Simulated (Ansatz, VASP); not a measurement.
**CuO in VASP and in Ansatz**

```
Cu O
1.0
     1.67472    2.07606    5.36688
     2.08721   -2.07606    0.16528
     2.08721    6.22818    0.16528
Cu O
4 4
Direct
  0.00000 0.25000 0.25000
  0.50000 0.25000 0.75000
  0.00000 0.75000 0.75000
  0.50000 0.75000 0.25000
  0.25000 0.62502 0.12498
  0.75000 0.37498 0.87502
  0.25000 0.12502 0.62498
  0.75000 0.87498 0.37502
```

Alike in both runs: task single point; functional PBE; k mesh 5 × 5 × 5; occupations gaussian, width 0.05 eV; collinear spin; Hubbard terms Cu d U = 4.0 eV.

|  | VASP | Ansatz |
| --- | --- | --- |
| version | VASP 6.6.1 | Ansatz 0.2.0 |
| potentials or method | VASP PAW PBE potentials, release 64 (Cu, O), cutoff 520 eV | scalar-relativistic, plane waves, PAW |
| valence electrons in the cell | 68 | 100 |

Ansatz gave:

| Property | Result |
| --- | --- |
| gap on the k mesh at the Fermi level (eV) | 0.27 |
| least direct gap on the mesh (eV) | 0.67 |
| pressure (GPa) | -0.3 |
| rms of the force components (eV/Å) | 0.077 |
| net moment per atom (μB) | 0.00 |
| size of the moment on the site where the two differ most (μB) | 0.55 |

Problem. Estimate VASP's values.

Solution. gap on the k mesh at the Fermi level (eV): 0.60; least direct gap on the mesh (eV): 0.96; pressure (GPa): -2.9; rms of the force components (eV/Å): 0.058; net moment per atom (μB): 0.00; size of the moment on the site where the two differ most (μB): 0.59.

Site moments also hang on the region over which each program counts them. The programs project onto different local orbitals, so the same U acts differently, and such runs can settle in different states. VASP's potentials hold 68 valence electrons a cell and Ansatz's 100, so a difference there can come from the potentials and not from the codes.

The k mesh is coarse, so the values compare programs but aren't converged.
